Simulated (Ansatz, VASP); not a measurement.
**TiSi2 in VASP and in Ansatz**

```
Ti Si
1.0
     2.76354    0.00000    0.00000
     0.00000    2.77287    0.00000
     0.00000    0.00000    5.98202
Ti Si
1 2
Direct
  0.50000 0.00000 0.50000
  0.00000 0.50000 0.80300
  0.00000 0.50000 0.19700
```

Alike in both runs: functional PBE; k mesh 18 × 12 × 10; occupations gaussian, width 0.1 eV; no spin polarisation.

Ansatz relaxed the structure, and its values are those at the end. VASP's run is a single point on that final structure, the one shown.

|  | VASP | Ansatz |
| --- | --- | --- |
| version | VASP 6.6.1 | Ansatz 0.2.0 |
| potentials or method | VASP PAW PBE potentials, release 64 (Ti_sv, Si), cutoff 520 eV | scalar-relativistic, plane waves, PAW |
| valence electrons in the cell | 20 | 20 |

```tsv
	VASP	Ansatz	Ansatz less VASP
gap on the k mesh at the Fermi level (eV)	none	none	-
pressure (GPa)	-0.1	0.0	+0.09
```

A gap of «none» marks a metal or a gap that the smearing closes.
